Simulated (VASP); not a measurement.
# NaF (Cmcm) in VASP: single point with r2SCAN

Aim: the single point of NaF with r2SCAN.

All numbers are computed with VASP 6.6.1; they aren't measurements. Logs are shortened: lines on timing, memory, paths and dates and some standing lists are left out, and cuts for length are marked.

### 1 The cell of the first run

Symmetry: Cmcm, No. 63, orthorhombic system. Conventional cell: a = 3.737 Å, b = 6.700 Å, c = 4.551 Å, α = 90.00°, β = 90.00°, γ = 90.00°. Na (site symmetry m2m) has 5 F at 2.20 to 2.28 Å within 2.9 Å. F (site symmetry m2m) has 5 Na at 2.20 to 2.28 Å within 2.9 Å.

### 2 Single point, r2SCAN (uniaxial x strain -3.4%)

Input file POSCAR:

```
NaF
1.0
    3.7373261943      0.0000000000      0.0000000000
   -1.8686630971      3.3498441590      0.0000000000
    0.0000000000      0.0000000000      4.5514116987
Na F
2 2
Direct
    0.3359285025      0.6718570050      0.2500000000
    0.6640714975      0.3281429950      0.7500000000
    0.6636271292      0.3272542584      0.2500000000
    0.3363728708      0.6727457416      0.7500000000
```

Input file INCAR.step1:

```
PREC = Accurate ; ENCUT = 520
ISMEAR = 0 ; SIGMA = 0.01
LREAL = F ; LASPH = T
NELM = 100 ; NBANDS = 22
GGA = PE ; ALGO = Normal
EDIFF = 1E-4 ; LWAVE = T
LCHARG = F
```

Input file INCAR.step2:

```
PREC = Accurate ; ENCUT = 520
EDIFF = 1E-6 ; ISMEAR = 0
SIGMA = 0.01 ; LREAL = F
LASPH = T ; NELM = 100
ALGO = Normal ; ISIF = 2
LWAVE = F ; LCHARG = T
METAGGA = R2SCAN ; LMIXTAU = T
LELF = T ; LVHAR = T
NBANDS = 22 ; ISTART = 1
```

Input file KPOINTS:

```
Automatic mesh
0
Gamma
  12 12 6
```

Potentials or basis: VASP PAW PBE potentials, release 64 (Na_pv, F).

Started as:

```
cat potpaw_PBE.64/Na_pv/POTCAR potpaw_PBE.64/F/POTCAR > POTCAR
cp INCAR.step1 INCAR
mpirun -np 1 vasp_std > vasp.out
cp INCAR.step2 INCAR
mpirun -np 1 vasp_std > vasp.out
```

OUTCAR:

```text
PREC = Accurate
   ENCUT = 520
   EDIFF = 1E-6
   ISMEAR = 0
   LREAL = F
   LASPH = T
   NELM = 100
   ISIF = 2
   METAGGA = R2SCAN
   ISTART = 1

 ion  position               nearest neighbor table
   1  0.336  0.672  0.250-   3 2.20   3 2.20   3 2.20   4 2.28   4 2.28
   2  0.664  0.328  0.750-   4 2.20   4 2.20   4 2.20   3 2.28   3 2.28
   3  0.664  0.327  0.250-   1 2.20   1 2.20   1 2.20   2 2.28   2 2.28
   4  0.336  0.673  0.750-   2 2.20   2 2.20   2 2.20   1 2.28   1 2.28

  LATTYP: Found a base centered orthorhombic cell.
 ALAT       =     3.7373261943
 B/A-ratio  =     1.7926421109
 C/A-ratio  =     1.2178256492

  Lattice vectors:

 A1 = (   1.8686630971,  -3.3498441590,   0.0000000000)
 A2 = (   1.8686630972,   3.3498441590,   0.0000000000)
 A3 = (   0.0000000000,   0.0000000000,   4.5514116987)

Analysis of symmetry for initial positions (statically):
=====================================================================
 Subroutine PRICEL returns:
 Original cell was already a primitive cell.

 Routine SETGRP: Setting up the symmetry group for a
 base centered orthorhombic supercell.

 Subroutine GETGRP returns: Found  8 space group operations
 (whereof  4 operations were pure point group operations)
 out of a pool of  8 trial point group operations.

The static configuration has the point symmetry C_2h.
 The point group associated with its full space group is D_2h.

Analysis of symmetry for dynamics (positions and initial velocities):
=====================================================================
 Subroutine PRICEL returns:
 Original cell was already a primitive cell.

 Routine SETGRP: Setting up the symmetry group for a
 base centered orthorhombic supercell.

 Subroutine GETGRP returns: Found  8 space group operations
 (whereof  4 operations were pure point group operations)
 out of a pool of  8 trial point group operations.

The dynamic configuration has the point symmetry C_2h.
 The point group associated with its full space group is D_2h.

 Subroutine INISYM returns: Found  8 space group operations
 (whereof  4 operations are pure point group operations),
 and found     1 'primitive' translations

----------------------------------------------------------------------------------------

                                     Primitive cell

  volume of cell :      56.9812

[... 85 lines left out ...]
   ICHARG =      0    charge: 1-file 2-atom 10-const
   ISPIN  =      1    spin polarized calculation?
   LNONCOLLINEAR =      F non collinear calculations
   LSORBIT =      F    spin-orbit coupling
   LASPH  =      T    aspherical Exc in radial PAW
   ENCUT  =  520.0 eV  38.22 Ry    6.18 a.u.   6.95  7.13  8.46*2*pi/ulx,y,z
   NELM   =    100;   NELMIN=  2; NELMDL=  0     # of ELM steps
   EDIFF  = 0.1E-05   stopping-criterion for ELM
   LREAL  =      F    real-space projection
   EDIFFG = 0.1E-04   stopping-criterion for IOM
   NSW    =      0    number of steps for IOM
   IBRION =     -1    ionic relax: 0-MD 1-quasi-New 2-CG
   NFREE  =      0    steps in history (QN), initial steepest desc. (CG)
   ISIF   =      2    stress and relaxation
   ISYM   =      2    0-nonsym 1-usesym 2-fastsym
   POTIM  = 0.5000    time-step for ionic-motion
   TEBEG  =    0.0;   TEEND  =   0.0 temperature during run
   PSTRESS=    0.0 pullay stress
   NELECT =      28.0000    total number of electrons
   NUPDOWN=      -1.0000    fix difference up-down
   EMIN   =  10.00;   EMAX   =-10.00  energy-range for DOS
   EFERMI =   0.00;   METHOD = LEGACY
   ISMEAR =     0;   SIGMA  =   0.01  broadening in eV -4-tet -1-fermi 0-gaus
   EFERMI_NEDOS =   21; number of points for ismear=-14 and -15
   IALGO  =     38    algorithm
   IMIX   =      4    mixing-type and parameters
     AMIX     =   0.40;   BMIX     =  1.00
     AMIX_MAG =   1.60;   BMIX_MAG =  1.00
  volume/ion in A,a.u.               =      14.25        96.13
  Fermi-wavevector in a.u.,A,eV,Ry     =   1.291864  2.441270 22.706949  1.668914
  Thomas-Fermi vector in A             =   2.423608
   LORBIT       =      0    0 simple, 1 ext, 2 COOP (PROOUT), +10 PAW based schemes
   METAGGA = R2SCAN    functional components
   LHFCALC =     F    Hartree Fock is set to
   AEXX    =    0.0000 exact exchange contribution
   IVDW    =     0    specifies the selected vdW correction
   LEPSILON=     F    determine dielectric tensor
   LRPA    =     F    only Hartree local field effects (RPA)
 non-spin polarized calculation
 Gauss-broadening in eV      SIGMA  =   0.01
  energy-cutoff  :      520.00
  volume of cell :       56.98
 maximum number of plane-waves:      1555
   NGX = 13   NGY = 15   NGZ = 17

 number of electron      28.0000006 magnetization

 Free energy of the ion-electron system (eV)
  ---------------------------------------------------
  ext. energy  EPLUGINS =         0.00000000
  ---------------------------------------------------
  free energy    TOTEN  =       -24.93420132 eV

  energy without entropy =      -24.93420132  energy(sigma->0) =      -24.93420132

 E-fermi :  -3.1925     XC(G=0):  -8.8765

 val. band max:       -3.2795890109   @ k =   0.0000   0.0000   0.0000
 cond. band min:       3.1814478025   @ k =   0.0000   0.0000   0.0000
 fundamental gap:      6.4610368133
 Fermi energy:        -3.1925395249

 k-point     1 :       0.0000    0.0000    0.0000
  band No.  band energies     occupation
      1     -23.5806      2.00000
      2     -23.3466      2.00000
      3     -22.8491      2.00000
      4     -22.7936      2.00000
      5     -22.7910      2.00000
      6     -22.7455      2.00000
[... 589 lines left out ...]
     21      13.8677      0.00000
     22      15.5557      0.00000

 [... further k-points ...]
[... 5 lines left out ...]
  --------------------------------------------------------------------------------------
  -------------------------------------------------------------------------------------
  Total        0.6109642      0.5399819      0.0852544      0.0000000     -0.0000000      0.0000000
  in kB       17.1788710     15.1830148      2.3971517      0.0000000     -0.0000000      0.0000000
  external PRESSURE =      11.5863458 kB  Pullay stress =       0.0000000 kB

 VOLUME and BASIS-vectors are now :
 -----------------------------------------------------------------------------
  energy-cutoff  :      520.00
  volume of cell :       56.98
      direct lattice vectors                 reciprocal lattice vectors
     3.737326194  0.000000000  0.000000000     0.267570971  0.149260675  0.000000000
    -1.868663097  3.349844159  0.000000000     0.000000000  0.298521350  0.000000000
     0.000000000  0.000000000  4.551411699     0.000000000  0.000000000  0.219712051

 POSITION                                       TOTAL-FORCE (eV/Angst)
 -----------------------------------------------------------------------------------
      0.00000      2.25062      1.13785         0.000000      0.026113      0.000000
      1.86866      1.09923      3.41356        -0.000000     -0.026113     -0.000000
      1.86866      1.09625      1.13785         0.000000      0.002389      0.000000
      0.00000      2.25359      3.41356        -0.000000     -0.002389     -0.000000
 -----------------------------------------------------------------------------------
    total drift:                               -0.000000      0.000000     -0.000000

  FREE ENERGIE OF THE ION-ELECTRON SYSTEM (eV)
  ---------------------------------------------------
  free  energy   TOTEN  =       -24.9342013247 eV

  energy  without entropy=      -24.9342013247  energy(sigma->0) =      -24.93420132
```

Run time: 4.4 min. Hardware: 1 thread of Intel Xeon 6975P-C (Granite Rapids), shared host; peak memory 0.28 GiB.

Results:

* Free energy: -24.9342 eV
* Pressure: 1.2 GPa
* Largest force: 0.026 eV/Å
* Band gap on the k mesh: 6.46 eV

Forces in eV/Å, atoms in the order of the input:
```
Na   0.000  0.026  0.000
Na   0.000 -0.026  0.000
F    0.000  0.002  0.000
F    0.000 -0.002  0.000
```

Levels at points of the mesh, in eV from the valence-band top:
| k point | band 11 | band 12 | band 13 | band 14 | band 15 | band 16 | band 17 | band 18 |
| --- | --- | --- | --- | --- | --- | --- | --- | --- |
| (0.00, 0.00, 0.00) | -0.59 | -0.34 | -0.32 | 0.00 | 6.46 | 13.77 | 13.98 | 16.44 |
| (0.50, 0.00, 0.00) | -0.74 | -0.63 | -0.37 | -0.20 | 9.52 | 11.81 | 13.45 | 16.28 |
| (0.00, 0.50, 0.00) | -0.72 | -0.67 | -0.39 | -0.18 | 9.40 | 11.59 | 13.50 | 16.21 |
| (0.00, 0.00, 0.50) | -0.50 | -0.50 | -0.47 | -0.47 | 8.77 | 8.77 | 17.51 | 17.51 |
| (0.50, 0.00, 0.50) | -0.51 | -0.51 | -0.30 | -0.30 | 10.59 | 10.59 | 13.91 | 13.91 |
| (0.00, 0.50, 0.50) | -0.46 | -0.46 | -0.28 | -0.28 | 10.53 | 10.53 | 13.61 | 13.61 |

Caveat: the cell differs from its parent crystal (uniaxial x strain -3.4%); the PAW data sets were made with another functional, which shifts forces and pressure a little. A k mesh can miss the band edges.
